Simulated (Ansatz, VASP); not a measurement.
# AlN: VASP beside Ansatz

```
Al N
1.0
    -3.13024    0.00000    0.00000
    -1.56512   -2.71087    0.00000
     0.00000    0.00000   10.03596
Al N
4 4
Direct
  0.33333 0.33333 0.00086
  0.33333 0.33333 0.50086
  0.66667 0.66667 0.25086
  0.66667 0.66667 0.75086
  0.33333 0.33333 0.19164
  0.33333 0.33333 0.69164
  0.66667 0.66667 0.44164
  0.66667 0.66667 0.94164
```

Alike in both runs: task single point; functional PBE; k mesh 8 × 8 × 3; occupations gaussian, width 0.05 eV; no spin polarisation.

```csv
,VASP,Ansatz
version,VASP 6.6.1,Ansatz 0.2.0
potentials or method,"VASP PAW PBE potentials, release 64 (Al, N), cutoff 520 eV","scalar-relativistic, plane waves, PAW"
valence electrons in the cell,32,32
```

|  | VASP | Ansatz | Ansatz less VASP |
| --- | --- | --- | --- |
| gap on the k mesh at the Fermi level (eV) | 4.04 | 4.03 | -0.009 |
| least direct gap on the mesh (eV) | 4.04 | 4.03 | -0.009 |
| pressure (GPa) | -0.3 | 0.0 | +0.27 |

The functional is the same, so the differences come from potentials, cutoffs and numerics.
